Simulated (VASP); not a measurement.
Wanted: the native input for a VASP 6.6.1 run.

```
Task                   : single point
Functional             : PBE
Potentials or basis    : VASP PAW PBE potentials, release 64 (Sb, Se)
Cutoff                 : 500 eV
k mesh                 : 3 × 3 × 3
Occupations            : gaussian, width 0.15 eV
Spin                   : no spin polarisation
Dipole correction      : no
Further INCAR settings : ALGO = Normal; EDIFF = 1e-06; NBANDS = 22
```

The structure of Sb2Se3 lies in POSCAR:

```
Sb2Se3
1.0
   -2.7244606596      2.7244606596      4.9084209887
    2.7244606596     -2.7244606596      4.9084209887
    2.7244606596      2.7244606596     -4.9084209887
Sb Se
2 3
Direct
    0.5000000000      0.0000000000      0.5000000000
    0.0000000000      0.5000000000      0.5000000000
    0.6485046855      0.6485046855      0.0000000000
    0.3514953145      0.3514953145      0.0000000000
    0.0000000000      0.0000000000      0.0000000000
```

One way to write it, as run:

INCAR

```
SYSTEM = Sb2Se3
PREC = Accurate
ENCUT = 500
EDIFF = 1E-6
ISMEAR = 0
SIGMA = 0.15
LREAL = .False.
LASPH = .True.
NELM = 120
ALGO = Normal
ISIF = 2
LWAVE = .False.
LCHARG = .False.
GGA = PE
NBANDS = 22
GGA_COMPAT = .False.
```

KPOINTS

```
regular mesh
0
Gamma
  3 3 3
  0 0 0
```

Potentials or basis: VASP PAW PBE potentials, release 64 (Sb, Se).

The run is started by

```console
$ cat potpaw_PBE.64/Sb/POTCAR potpaw_PBE.64/Se/POTCAR > POTCAR
$ mpirun -np 1 vasp_std > vasp.out
```

It gave:

```yaml
Pressure: 0.0 GPa
Largest_force: 0.052 eV/Å
Band_gap_on_the_k_mesh: zero (band 14 reaches 5.21 eV, above the bottom of band 15 at 4.26 eV)
```

Caveat: the k points lie up to 0.54 Å⁻¹ apart; spin-orbit coupling is left out, which moves the levels of the heavy elements.

Run time: 58 s on 1 thread of AMD EPYC 7R13, on a shared host, peak memory 0.28 GiB.
